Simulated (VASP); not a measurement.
# MoS2 (P6_3/mmc) in VASP: phonons with PBE+D3(BJ)

Aim: the phonons of MoS2 with PBE+D3(BJ).

Everything below comes from runs of VASP 6.6.1. Logs are shortened: lines on timing, memory, paths and dates and some standing lists are left out, and cuts for length are marked.

## 1. The cell of the first run

It takes space group P6_3/mmc (No. 194, hexagonal). Conventional cell: a = 3.149 Å, b = 3.149 Å, c = 12.090 Å, α = 90.00°, β = 90.00°, γ = 120.00°. Mo (site symmetry -6m2) has 6 S at 2.40 Å and 6 Mo at 3.15 Å within 3.2 Å. S (site symmetry 3m) has 3 Mo at 2.40 Å and 7 S at 3.13 to 3.15 Å within 3.2 Å.

## 2. Phonons, PBE+D3(BJ)

Input file INCAR:

```
SYSTEM = MoS2
ALGO = Normal
EDIFF = 1E-8
ENCUT = 500
GGA = PE
GGA_COMPAT = .False.
IBRION = 6
ISIF = 2
ISMEAR = 0
IVDW = 12
KPAR = 4
LASPH = .True.
LCHARG = .False.
LREAL = .False.
LWAVE = .False.
NELM = 120
NFREE = 2
NSW = 1
POTIM = 0.015
PREC = Accurate
SIGMA = 0.01
```

Input file KPOINTS:

```
k-points
0
Gamma
  12 12 4
  0 0 0
```

Input file POSCAR:

```
MoS2
1.0
    3.1491541580      0.0000000000      0.0000000000
   -1.5745770790      2.7272475013      0.0000000000
    0.0000000000      0.0000000000     12.0895908933
Mo S
2 4
Direct
    0.3333333333      0.6666666667      0.2500000000
    0.6666666667      0.3333333333      0.7500000000
    0.3333333333      0.6666666667      0.6204834291
    0.6666666667      0.3333333333      0.1204834291
    0.3333333333      0.6666666667      0.8795165709
    0.6666666667      0.3333333333      0.3795165709
```

Potentials or basis: VASP PAW PBE potentials, release 64 (Mo_sv, S).

Started as:

```console
cat potpaw_PBE.64/Mo_sv/POTCAR potpaw_PBE.64/S/POTCAR > POTCAR
mpirun -np 4 vasp_std > vasp.out
```

OUTCAR:

```text
SYSTEM = MoS2
   EDIFF = 1E-8
   ENCUT = 500
   GGA = PE
   IBRION = 6
   ISIF = 2
   ISMEAR = 0
   IVDW = 12
   LASPH = .True.
   LREAL = .False.
   NELM = 120
   NFREE = 2
   NSW = 1
   POTIM = 0.015
   PREC = Accurate
 IVDW          = 12

 ion  position               nearest neighbor table
   1  0.333  0.667  0.250-   4 2.40   6 2.40   4 2.40   6 2.40   4 2.40   6 2.40
   2  0.667  0.333  0.750-   3 2.40   5 2.40   3 2.40   5 2.40   3 2.40   5 2.40
   3  0.333  0.667  0.620-   2 2.40   2 2.40   2 2.40
   4  0.667  0.333  0.120-   1 2.40   1 2.40   1 2.40
   5  0.333  0.667  0.880-   2 2.40   2 2.40   2 2.40
   6  0.667  0.333  0.380-   1 2.40   1 2.40   1 2.40

  LATTYP: Found a hexagonal cell.
 ALAT       =     3.1491541580
 C/A-ratio  =     3.8389962151

  Lattice vectors:

 A1 = (   3.1491541580,   0.0000000000,   0.0000000000)
 A2 = (  -1.5745770790,   2.7272475013,   0.0000000000)
 A3 = (   0.0000000000,   0.0000000000,  12.0895908933)

Analysis of symmetry for initial positions (statically):
=====================================================================
 Subroutine PRICEL returns:
 Original cell was already a primitive cell.

 Routine SETGRP: Setting up the symmetry group for a
 hexagonal supercell.

 Subroutine GETGRP returns: Found 24 space group operations
 (whereof 12 operations were pure point group operations)
 out of a pool of 24 trial point group operations.

The static configuration has the point symmetry D_3d.
 The point group associated with its full space group is D_6h.

Analysis of symmetry for dynamics (positions and initial velocities):
=====================================================================
 Subroutine PRICEL returns:
 Original cell was already a primitive cell.

 Routine SETGRP: Setting up the symmetry group for a
 hexagonal supercell.

 Subroutine GETGRP returns: Found 24 space group operations
 (whereof 12 operations were pure point group operations)
 out of a pool of 24 trial point group operations.

The dynamic configuration has the point symmetry D_3d.
 The point group associated with its full space group is D_6h.

 Subroutine INISYM returns: Found 24 space group operations
 (whereof 12 operations are pure point group operations),
 and found     1 'primitive' translations

----------------------------------------------------------------------------------------

[... 147 lines left out ...]
  ---------------------------------------------------
  free energy    TOTEN  =       -43.54453153 eV

  energy without entropy =      -43.54453153  energy(sigma->0) =      -43.54453153

------------------------ aborting loop because EDIFF is reached ----------------------------------------

 Edisp (eV)   -2.62546

 E8    (eV) :    -1.0586
[... 343 lines left out ...]
--------------------------------------- Ionic step        9  -------------------------------------------

 number of electron      52.0000003 magnetization

 Free energy of the ion-electron system (eV)
  ---------------------------------------------------
  ext. energy  EPLUGINS =         0.00000000
  ---------------------------------------------------
  free energy    TOTEN  =       -43.54231042 eV

  energy without entropy =      -43.54231042  energy(sigma->0) =      -43.54231042

 E-fermi :   8.0594     XC(G=0): -11.0200

 val. band max:        7.9400806432   @ k =   0.0000   0.0000   0.0000
 cond. band min:       8.7356764505   @ k =   0.1667   0.1667   0.0000
 fundamental gap:      0.7955958074
 Fermi energy:         8.0594282759

 k-point     1 :       0.0000    0.0000    0.0000
  band No.  band energies     occupation
      1     -53.5919      2.00000
      2     -53.5880      2.00000
      3     -27.7557      2.00000
      4     -27.7493      2.00000
      5     -27.5141      2.00000
      6     -27.5141      2.00000
[... 805 lines left out ...]
     30       9.8906      0.00000
     31      10.5924      0.00000

 [... further k-points ...]

------------------------ aborting loop because EDIFF is reached ----------------------------------------

 Edisp (eV)   -2.62555

 E8    (eV) :    -1.0587
[... 29 lines left out ...]
  FREE ENERGIE OF THE ION-ELECTRON SYSTEM (eV)
  ---------------------------------------------------
  free  energy   TOTEN  =       -46.1678600228 eV

  energy  without entropy=      -46.1678600228  energy(sigma->0) =      -46.16786002

 INTERNAL STRAIN TENSORS FROM DISPLACED ATOMS
 ============================================

 INTERNAL STRAIN TENSOR FOR ION    1 for displacements in x,y,z  (eV/Angst):
          X           Y           Z          XY          YZ          ZX
  --------------------------------------------------------------------------------
  x     0.00000     0.00000     0.00000    -6.54625     0.00000     0.00000
  y    -6.54625     6.54625     0.00000     0.00000     0.00000     0.00000
  z    -0.00000    -0.00000     0.00000     0.00000     0.00000     0.00000

 INTERNAL STRAIN TENSOR FOR ION    6 for displacements in x,y,z  (eV/Angst):
          X           Y           Z          XY          YZ          ZX
  --------------------------------------------------------------------------------
  x     0.00000     0.00000     0.00000     3.40919     0.00000   -14.04307
  y     3.40919    -3.40919     0.00000     0.00000   -14.04307     0.00000
  z   -10.05238   -10.05238   -27.94717    -0.00000     0.00000     0.00000

 Eigenvectors and eigenvalues of the dynamical matrix
 ----------------------------------------------------

   1 f  =   14.048774 THz    88.271051 2PiTHz  468.616664 cm-1    58.101035 meV
             X         Y         Z           dx          dy          dz
     -0.000000  1.818165  3.022398     0.000000   -0.000000   -0.439273
      1.574577  0.909083  9.067193    -0.000000    0.000000    0.439273
     -0.000000  1.818165  7.501391     0.000000   -0.000000   -0.391816
      1.574577  0.909083  1.456595    -0.000000    0.000000    0.391816
     -0.000000  1.818165 10.632996     0.000000   -0.000000   -0.391816
      1.574577  0.909083  4.588200    -0.000000    0.000000    0.391816
[... 145 lines left out ...]
  18 f/i=    0.000730 THz     0.004584 2PiTHz    0.024335 cm-1     0.003017 meV
             X         Y         Z           dx          dy          dz
     -0.000000  1.818165  3.022398     0.257242    0.483255    0.000000
      1.574577  0.909083  9.067193     0.257242    0.483255    0.000000
     -0.000000  1.818165  7.501391     0.148699    0.279346    0.000000
      1.574577  0.909083  1.456595     0.148699    0.279346    0.000000
     -0.000000  1.818165 10.632996     0.148699    0.279346    0.000000
      1.574577  0.909083  4.588200     0.148699    0.279346    0.000000

 ELASTIC MODULI CONTR FROM IONIC RELAXATION (kBar)
 Direction    XX          YY          ZZ          XY          YZ          ZX
 --------------------------------------------------------------------------------
 XX        -385.2310   -244.6802   -875.6255     -0.0000      0.0000     -0.0000
 YY        -244.6802   -385.2310   -875.6255      0.0000     -0.0000      0.0000
 ZZ        -875.6255   -875.6255  -2434.3753     -0.0000      0.0000     -0.0000
 XY          -0.0000      0.0000     -0.0000    -70.2754      0.0000      0.0000
 YZ           0.0000      0.0000      0.0000      0.0000  -1279.1218      0.0000
 ZX          -0.0000      0.0000     -0.0000      0.0000      0.0000  -1279.1216
 --------------------------------------------------------------------------------
```

Run time: 5.4 min. Hardware: 4 MPI ranks of Intel Xeon Platinum 8559C (Emerald Rapids), shared host; peak memory 1.1 GiB.

What came out:

```
Highest phonon frequency at Γ, LO-TO splitting left out : 469 cm⁻¹
Dispersion energy per atom                              : -0.438 eV
```

Phonon frequencies in cm⁻¹ (negative: imaginary):
```
              q point                                                     frequencies
(0.000, 0.000, 0.000)  0 0 0 36 36 63 281 281 284 284 380 380 380 380 401 410 463 469
```
